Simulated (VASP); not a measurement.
**TiB2: single point with PBEsol**

Crystal: TiB2.

```
CELL_PARAMETERS angstrom
3.02920 0.00000 0.00000
-1.51460 2.62336 0.00000
0.00000 0.00000 3.32525
ATOMIC_POSITIONS crystal
Ti 0.00000 0.00000 0.00000
B 0.33333 0.66667 0.50000
B 0.66667 0.33333 0.50000
```

This cell differs from its parent crystal: zz strain of +3 %.

```json
{
 "Program": "VASP 6.6.1",
 "Task": "single point",
 "Functional": "PBEsol",
 "Potentials or basis": "VASP PAW PBE potentials, release 64 (Ti_sv, B)",
 "Cutoff": "520 eV",
 "k mesh": "15 × 15 × 13",
 "Occupations": "fermi-dirac, width 0.08 eV",
 "Spin": "no spin polarisation"
}
```

| Item | Value |
| --- | --- |
| Pressure | -10.5 GPa |
| Band gap on the k mesh | zero (band 9 reaches 10.01 eV, above the bottom of band 10 at 9.48 eV) |

Stress tensor (GPa, compression positive):
```
 -6.25   0.00   0.00
  0.00  -6.25   0.00
  0.00   0.00 -18.91
```

Levels at points of the mesh, in eV from the Fermi level:
```
           k point  band 7  band 8  band 9  band 10  band 11  band 12
(0.00, 0.00, 0.00)   -2.35   -2.35   -2.17     1.79     1.79     3.36
```

It took 55 s on 1 thread of Intel(R) Xeon(R) Platinum 8259CL CPU @ 2.50GHz (Skylake/Cascade Lake), with other jobs on the host, peak memory 0.2 GiB.

Caveat: the cell differs from its parent crystal (zz strain of +3 %); the PAW data sets were made with another functional, which shifts forces and pressure a little.
